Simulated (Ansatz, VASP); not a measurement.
One calculation of MgO, two programs

```
Mg O
1.0
     3.28907    0.00000    0.00004
    -1.64453    2.84842   -0.00001
     0.00007    0.00002    5.03287
Mg O
2 2
Direct
  0.33333 0.66667 0.00483
  0.66667 0.33333 0.50483
  0.33334 0.66667 0.39977
  0.66667 0.33333 0.89976
```

Change from the starting cell: all O atoms moved 0.1 Å in one direction; relaxed back.

Alike in both runs: functional r2SCAN; k mesh 6 × 6 × 4; occupations gaussian, width 0.05 eV; no spin polarisation.

Ansatz relaxed the structure, and its values are those at the end. VASP's run is a single point on that final structure, the one shown.

|  | VASP | Ansatz |
| --- | --- | --- |
| version | VASP 6.6.1 | Ansatz 0.2.0 |
| potentials or method | VASP PAW PBE potentials, release 64 (Mg, O), cutoff 520 eV | scalar-relativistic, plane waves, PAW |
| valence electrons in the cell | 16 | 32 |

|  | VASP | Ansatz | Ansatz less VASP |
| --- | --- | --- | --- |
| gap on the k mesh at the Fermi level (eV) | 4.20 | 4.22 | +0.015 |
| least direct gap on the mesh (eV) | 4.20 | 4.22 | +0.015 |
| pressure (GPa) | -0.6 | 0.0 | +0.56 |

VASP's potentials were made for PBE, not for r2SCAN. VASP's potentials hold 16 valence electrons a cell and Ansatz's 32, so a difference there can come from the potentials and not from the codes.
